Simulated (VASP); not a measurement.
# HfO2: single point with PBEsol+D3(BJ)

HfO2:

```
Hf O
1.0
     0.00000    2.55750    2.55750
     2.55750    0.00000    2.55750
     2.55750    2.55750    0.00000
Hf O
1 2
Direct
  0.00000 0.00000 0.00000
  0.25000 0.25000 0.25000
  0.75000 0.75000 0.75000
```

```yaml
Program: VASP 6.6.1
Task: single point
Functional: PBEsol
Dispersion: D3(BJ)
Potentials_or_basis: VASP PAW PBE potentials, release 64 (Hf_pv, O)
Cutoff: 600 eV
k_mesh: 6 × 6 × 6
Occupations: gaussian, width 0.01 eV
Spin: no spin polarisation
Dipole_correction: no
Further_INCAR_settings: ALGO = Normal; EDIFF = 1e-06; NBANDS = 18
```

The pressure is -17.0 GPa, the band gap on the k mesh is 3.60 eV, direct and the dispersion energy per atom is -0.221 eV.

Levels at points of the mesh, in eV from the valence-band top:
```csv
k point,band 7,band 8,band 9,band 10,band 11,band 12,band 13,band 14,band 15,band 16
"(0.00, 0.00, 0.00)",-5.24,-5.24,-0.60,-0.60,-0.60,3.72,3.72,5.44,10.09,10.09
"(0.50, 0.00, 0.00)",-4.23,-3.05,-2.72,-1.82,-1.82,4.43,4.43,6.71,8.75,9.08
"(0.50, 0.50, 0.00)",-3.44,-3.44,-1.50,-1.50,0.00,3.60,5.29,6.36,7.90,7.90
```

It took 29 s on 1 thread of Intel Xeon 8259CL, with other jobs on the host, peak memory 0.18 GiB.

Caveat: the PAW data sets were made with another functional, which shifts forces and pressure a little; spin-orbit coupling is left out, which moves the levels of the heavy elements. A k mesh can miss the band edges.
